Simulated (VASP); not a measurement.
Write the native input for VASP 6.6.1 that does the following.

```yaml
Task: single point
Functional: PBE
Potentials_or_basis: VASP PAW PBE potentials, release 64 (Sn_d, O)
Cutoff: 600 eV
k_mesh: 4 × 4 × 4
Occupations: gaussian, width 0.01 eV
Spin: no spin polarisation
Dipole_correction: no
Further_INCAR_settings: ALGO = Normal; EDIFF = 1e-06; NBANDS = 20
```

The structure of SnO2 lies in POSCAR:

```
SnO2
1.0
    0.0000000000      2.4366250000      2.4366250000
    2.4366250000      0.0000000000      2.4366250000
    2.4366250000      2.4366250000      0.0000000000
Sn O
1 2
Direct
    0.0000000000      0.0000000000      0.0000000000
    0.2500000000      0.2500000000      0.2500000000
    0.7500000000      0.7500000000      0.7500000000
```

These files were run (other wordings do the same):

INCAR

```
SYSTEM = SnO2
  PREC = Accurate
  ENCUT = 600
  EDIFF = 1E-6
  ISMEAR = 0
  SIGMA = 0.01
  LREAL = .FALSE.
  LASPH = .TRUE.
  NELM = 120
  ALGO = Normal
  ISIF = 2
  LWAVE = .FALSE.
  LCHARG = .FALSE.
  GGA = PE
  NBANDS = 20
  GGA_COMPAT = .FALSE.
```

KPOINTS

```
Automatic mesh
0
G
  4 4 4
  0 0 0
```

Potentials or basis: VASP PAW PBE potentials, release 64 (Sn_d, O).

Launch:

```bash
$ cat potpaw_PBE.64/Sn_d/POTCAR potpaw_PBE.64/O/POTCAR > POTCAR
$ mpirun -np 1 vasp_std > vasp.out
```

Results of the run:

- Pressure: 45.4 GPa
- Band gap on the k mesh: 1.52 eV, indirect (least direct gap 3.19 eV)

Caveat: the k points lie up to 0.56 Å⁻¹ apart; spin-orbit coupling is left out, which moves the levels of the heavy elements.

Run time: 4.5 s on 1 thread of AMD EPYC 9R45 96-Core Processor (Zen 5) (shared host), peak memory 0.12 GiB.
